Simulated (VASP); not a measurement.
Wanted: the native input for a VASP 6.6.1 run.

```yaml
Task: single point
Functional: PBEsol
Potentials_or_basis: VASP PAW PBE potentials, release 64 (Tc_sv)
Cutoff: 560 eV
k_mesh: 11 × 11 × 6
Occupations: fermi-dirac, width 0.05 eV
Spin: no spin polarisation
Dipole_correction: no
Further_INCAR_settings: ALGO = Normal; EDIFF = 1e-06; NBANDS = 22
```

The structure of Tc lies in POSCAR:

```
Tc
1.0
    2.7581462242      0.0000000000      0.0000000000
   -1.3790731121      2.3886246975      0.0000000000
    0.0000000000      0.0000000000      4.4271266766
Tc
2
Direct
    0.6666666667      0.3333333333      0.7500000000
    0.3333333333      0.6666666667      0.2500000000
```

The input as run:

INCAR

```
SYSTEM = Tc
ALGO = Normal
EDIFF = 1E-6
ENCUT = 560
GGA = PS
GGA_COMPAT = .FALSE.
ISIF = 2
ISMEAR = -1
LASPH = .TRUE.
LCHARG = .FALSE.
LREAL = .FALSE.
LWAVE = .FALSE.
NBANDS = 22
NELM = 120
PREC = Accurate
SIGMA = 0.05
```

KPOINTS

```
k-points
0
G
  11 11 6
  0 0 0
```

Potentials or basis: VASP PAW PBE potentials, release 64 (Tc_sv).

Run with:

```bash
$ cat potpaw_PBE.64/Tc_sv/POTCAR > POTCAR
$ mpirun -np 1 vasp_std > vasp.out
```

Results of the run:

The pressure is -12.9 GPa and the band gap on the k mesh is zero (bands 15 and 16 overlap by 3.04 eV).

Caveat: the cell stands under tension; the PAW data sets were made with another functional, which shifts forces and pressure a little.

It took 45 s on 1 thread of AMD EPYC 7R13 Processor (Zen 3), with other jobs on the host, peak memory 0.13 GiB.
